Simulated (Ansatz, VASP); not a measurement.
# Two plane-wave programs on Ni3Pt

File INCAR:

```
SYSTEM = Ni3Pt
PREC = Accurate
ENCUT = 520
EDIFF = 1E-6
ISMEAR = -1
SIGMA = 0.05
LREAL = .False.
LASPH = .True.
NELM = 150
ALGO = Normal
ISIF = 2
LWAVE = .False.
LCHARG = .False.
ISPIN = 2
MAGMOM = 1.5 1.5 1.5 0.6
LORBIT = 11
LMAXMIX = 4
NBANDS = 32
```

Contents of KPOINTS:

```
Automatic mesh
0
Gamma
  9 9 9
  0 0 0
```

File POSCAR:

```
Ni3Pt
1.0
    3.5505752776      0.0000000000      0.0000000000
    0.0000000000      3.5505752776      0.0000000000
    0.0000000000      0.0000000000      3.5505752776
Ni Pt
3 1
Direct
    0.5000000000      0.0000000000      0.5000000000
    0.0000000000      0.5000000000      0.5000000000
    0.5000000000      0.5000000000      0.0000000000
    0.0000000000      0.0000000000      0.0000000000
```

Input for Ansatz:

```yaml
crystal:
  lattice:
    - [3.5505752776, 0.0, 0.0]
    - [0.0, 3.5505752776, 0.0]
    - [0.0, 0.0, 3.5505752776]
  atoms:
    - { symbol: Ni, position: [0.5, 0.0, 0.5], spin: 1.5 }
    - { symbol: Ni, position: [0.0, 0.5, 0.5], spin: 1.5 }
    - { symbol: Ni, position: [0.5, 0.5, 0.0], spin: 1.5 }
    - { symbol: Pt, position: [0.0, 0.0, 0.0], spin: 0.6 }
magnetization:
  spin_polarized: true
kpoints:
  mp_grid: { grid: [9, 9, 9] }
scf:
  occupations: { method: fermi_dirac, width: 0.05 }
  lower_state_search: "off"
hamiltonian:
  xc: lda
  pseudopotentials: { kind: paw }
output:
  forces: true
  stress: true
  eigenvalues: true
  populations: true
  write_density: true
  write_potential: true
  elf: true
  volumetric_format: npy
```

Change from the starting cell: volume scaled by 0.94, PAW files.

Alike in both runs: task single point; functional LDA; k mesh 9 × 9 × 9; occupations fermi-dirac, width 0.05 eV; collinear spin.

|  | VASP | Ansatz |
| --- | --- | --- |
| version | VASP 6.6.1 | Ansatz 0.2.0 |
| potentials or method | VASP PAW LDA potentials, release 64 (Ni, Pt) | PAW with Ansatz's default frozen-core files, scalar-relativistic |
| plane-wave cutoff (eV) | 520 | 420 |
| valence electrons in the cell | 40 | 72 |

```csv
,VASP,Ansatz,Ansatz less VASP
pressure (GPa),3.1,3.0,-0.08
net moment per atom (μB),0.49,0.52,+0.034
size of the moment on the site where the two differ most (μB),0.56,0.62,+0.058
```

LDA's correlation is that of Perdew and Zunger in VASP and of Perdew and Wang (1992) in Ansatz. Site moments also hang on the region over which each program counts them. VASP's potentials hold 40 valence electrons a cell and Ansatz's 72, so a difference there can come from the potentials and not from the codes.

Spin-orbit coupling is off throughout.
